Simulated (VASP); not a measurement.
The system is ZnS.

```
Zn S
1.0
     3.81100    0.00000    0.00000
    -1.90550    3.30042    0.00000
     0.00000    0.00000    6.23400
Zn S
2 2
Direct
  0.33333 0.66667 0.00000
  0.66667 0.33333 0.50000
  0.33333 0.66667 0.38500
  0.66667 0.33333 0.88500
```

| Quantity | Value |
| --- | --- |
| Program | VASP 6.6.1 |
| Task | relaxation of cell and atoms |
| Functional | PBEsol |
| Potentials or basis | VASP PAW PBE potentials, release 64 (Zn, S) |
| Cutoff | 600 eV |
| k mesh | 9 × 9 × 6 |
| Occupations | gaussian, width 0.02 eV |
| Spin | no spin polarisation |

At the start: pressure -1.1 GPa; volume 19.60 Å³/atom.

Q: Where does the relaxation end?

A: Over 9 steps the energy falls by 6.5 meV/atom and the volume is 19.27 Å³/atom (-1.7 %); space group P6_3mc (No. 186, to 0.1 Å) before and after.

The path:
| step | energy change (eV) | largest force (eV/Å) | pressure (GPa) | volume (Å³) |
| --- | --- | --- | --- | --- |
| 1 | 0.0000 | 0.3086 | -1.12 | 78.41 |
| 2 | -0.0199 | 0.1194 | 0.27 | 76.86 |
| 3 | -0.0200 | 0.1018 | 0.42 | 76.75 |
| 4 | -0.0232 | 0.0387 | 0.01 | 77.10 |
| 5 | -0.0240 | 0.0136 | -0.28 | 77.39 |
| 6 | -0.0258 | 0.0029 | -0.08 | 77.18 |
| 7 | -0.0258 | 0.0047 | -0.09 | 77.16 |
| 8 | -0.0258 | 0.0051 | -0.05 | 77.15 |
| 9 | -0.0258 | 0.0015 | 0.03 | 77.07 |

Final structure:
```
CELL_PARAMETERS angstrom
3.78472 0.00000 0.00000
-1.89236 3.27767 0.00000
0.00000 0.00000 6.21276
ATOMIC_POSITIONS crystal
Zn 0.33333 0.66667 0.00545
Zn 0.66667 0.33333 0.50545
S 0.33333 0.66667 0.37955
S 0.66667 0.33333 0.87955
```

Caveat: the PAW data sets were made with another functional, which shifts forces and pressure a little.
